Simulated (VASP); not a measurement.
Here is a VASP 6.6.1 calculation.

INCAR

```
SYSTEM = MgO
ALGO = Normal
EDIFF = 1E-7
ENCUT = 520
GGA = PE
ISIF = 2
ISMEAR = 0
LASPH = .True.
LCHARG = .True.
LELF = .True.
LREAL = .False.
LVHAR = .True.
LWAVE = .False.
NBANDS = 26
NELM = 60
PREC = Accurate
SIGMA = 0.05
```

Contents of KPOINTS:

```
k-points
0
Gamma
  9 9 4
  0 0 0
```

The input POSCAR:

```
MgO
1.0
    3.2805263433      0.0000000000      0.0000000000
   -1.6402631717      2.8410191511      0.0000000000
    0.0000000000      0.0000000000     10.5138967343
Mg O
4 4
Direct
    0.3333333333      0.6666666667      0.9694906392
    0.0000000000      0.0000000000      0.2208211786
    0.0000000000      0.0000000000      0.7208211786
    0.6666666667      0.3333333333      0.4694906392
    0.3333333333      0.6666666667      0.7800420079
    0.0000000000      0.0000000000      0.5296443544
    0.0000000000      0.0000000000      0.0296443544
    0.6666666667      0.3333333333      0.2800420079
```

Potentials or basis: VASP PAW PBE potentials, release 64 (Mg, O).

The run is started by

```bash
$ cat potpaw_PBE.64/Mg/POTCAR potpaw_PBE.64/O/POTCAR > POTCAR
$ mpirun -np 1 vasp_std > vasp.out
```

Predict the pressure.

-0.4 GPa.

What does it give for the band gap on the k mesh?

3.44 eV, direct.

Forces in eV/Å, atoms in the order of the input:
```
Mg   0.000  0.000 -0.002
Mg   0.000  0.000 -0.002
Mg   0.000  0.000 -0.002
Mg   0.000  0.000 -0.002
O    0.000  0.000  0.001
O    0.000  0.000  0.003
O    0.000  0.000  0.003
O    0.000  0.000  0.001
```

A k mesh can miss the band edges. PBE gaps usually lie below the measured ones, often by a third to a half.
